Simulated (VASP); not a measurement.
A run of VASP 6.6.1 is set up as follows.

File POSCAR:

```
Al
1.0
    0.0000000000      1.9936203000      2.0239800000
    2.0543397000      0.0000000000      2.0239800000
    2.0543397000      1.9936203000      0.0000000000
Al
1
Direct
    0.0000000000      0.0000000000      0.0000000000
```

Contents of INCAR.step1:

```
SYSTEM = Al
PREC     = Accurate       ! precision mode
ENCUT    = 520            ! plane-wave cutoff, eV
ISMEAR   = 0              ! smearing method
SIGMA    = 0.15           ! smearing width, eV
LREAL    = .False.        ! projectors in reciprocal space
LASPH    = .True.         ! aspherical terms in the spheres
NELM     = 60             ! most SCF steps
NBANDS   = 8              ! bands
GGA      = PE             ! functional
ALGO     = Normal         ! electronic algorithm
EDIFF    = 1E-4           ! SCF threshold, eV
LWAVE    = .True.         ! write WAVECAR
LCHARG   = .False.        ! write CHGCAR
```

INCAR.step2

```
SYSTEM = Al
PREC     = Accurate       ! precision mode
ENCUT    = 520            ! plane-wave cutoff, eV
EDIFF    = 1E-6           ! SCF threshold, eV
ISMEAR   = 0              ! smearing method
SIGMA    = 0.15           ! smearing width, eV
LREAL    = .False.        ! projectors in reciprocal space
LASPH    = .True.         ! aspherical terms in the spheres
NELM     = 60             ! most SCF steps
ALGO     = Normal         ! electronic algorithm
ISIF     = 2              ! what is computed and relaxed
LWAVE    = .False.        ! write WAVECAR
LCHARG   = .True.         ! write CHGCAR
METAGGA  = R2SCAN         ! meta-GGA
LMIXTAU  = .True.       
LELF     = .True.         ! ELF
LVHAR    = .True.       
NBANDS   = 8              ! bands
ISTART   = 1
```

KPOINTS

```
Automatic mesh
0
Gamma
  20 20 20
  0 0 0
```

Potentials or basis: VASP PAW PBE potentials, release 64 (Al).

Launch:

```bash
$ cat potpaw_PBE.64/Al/POTCAR > POTCAR
$ cp INCAR.step1 INCAR
$ mpirun -np 1 vasp_std > vasp.out
$ cp INCAR.step2 INCAR
$ mpirun -np 1 vasp_std > vasp.out
```

(1) What does it give for the pressure?

(2) Predict the band gap on the k mesh.

## Answers

(1) -3.7 GPa.

(2) zero (an odd number of electrons rules out a gap without spin polarisation).

Caveat: the cell differs from its parent crystal (strain +0.0150 x Voigt [1, -1, 0, 0, 0, 0]); the cell stands under tension; the PAW data sets were made with another functional, which shifts forces and pressure a little.
